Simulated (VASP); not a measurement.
Here is a VASP 6.6.1 calculation.

The input INCAR:

```
PREC = Accurate
ENCUT = 520
EDIFF = 1E-7
ISMEAR = -1
SIGMA = 0.1
LREAL = F
LASPH = T
NELM = 60
ALGO = Normal
ISIF = 2
LWAVE = F
LCHARG = F
GGA = PS
NBANDS = 13
```

The input KPOINTS:

```
Automatic mesh
0
Gamma
  15 15 15
```

Contents of POSCAR:

```
W
1.0
    2.5196400121      0.0000000000      0.0000000000
    0.0000000000      2.5196400121      0.0000000000
    0.0000000000      0.0000000000      2.5196400121
W
1
Direct
    0.0000000000      0.0000000000      0.0000000000
```

Potentials or basis: VASP PAW PBE potentials, release 64 (W_sv).

Run with:

```bash
$ cat potpaw_PBE.64/W_sv/POTCAR > POTCAR
$ mpirun -np 1 vasp_std > vasp.out
```

(1) Predict the pressure.

(2) Predict the band gap on the k mesh.

Answers

(1) 32.6 GPa.

(2) zero (band 7 reaches 13.10 eV, above the bottom of band 8 at 9.95 eV).

Caveat: the PAW data sets were made with another functional, which shifts forces and pressure a little; spin-orbit coupling is left out, which moves the levels of the heavy elements.
